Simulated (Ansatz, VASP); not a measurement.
## InSb3: VASP beside Ansatz

```xyz
4
Lattice="4.5866 -0.1104 -0.1104 -0.1104 4.5866 -0.1104 -0.1104 -0.1104 4.5866" Properties=species:S:1:pos:R:3 pbc="T T T"
In    0.0000    0.0000    0.0000
Sb    2.2381   -0.1104    2.2381
Sb   -0.1104    2.2381    2.2381
Sb    2.2381    2.2381   -0.1104
```

Change from the starting cell: equal engineering shear yz, xz and xy -0.0467, equal normal strain along x, y and z -0.0300.

Alike in both runs: task single point; functional PBEsol; k mesh 8 × 8 × 8; occupations gaussian, width 0.15 eV; no spin polarisation.

|  | VASP | Ansatz |
| --- | --- | --- |
| version | VASP 6.6.1 | Ansatz 0.2.0 |
| potentials or method | VASP PAW PBE potentials, release 64 (In_d, Sb), cutoff 520 eV | scalar-relativistic, plane waves, PAW |
| valence electrons in the cell | 28 | 58 |

```csv
,VASP,Ansatz,Ansatz less VASP
gap on the k mesh at the Fermi level (eV),none,none,-
pressure (GPa),7.2,7.1,-0.07
"traceless stress, the component that is largest in VASP (GPa)",0.96,0.95,-0.011
```

VASP's potentials were made for PBE, not for PBEsol, and Ansatz warns of the same on its side. A gap of «none» marks a metal or a gap that the smearing closes. The functional is the same, so the differences come from potentials, cutoffs and numerics. VASP's potentials hold 28 valence electrons a cell and Ansatz's 58, so a difference there can come from the potentials and not from the codes.

Neither program's run includes spin-orbit coupling.
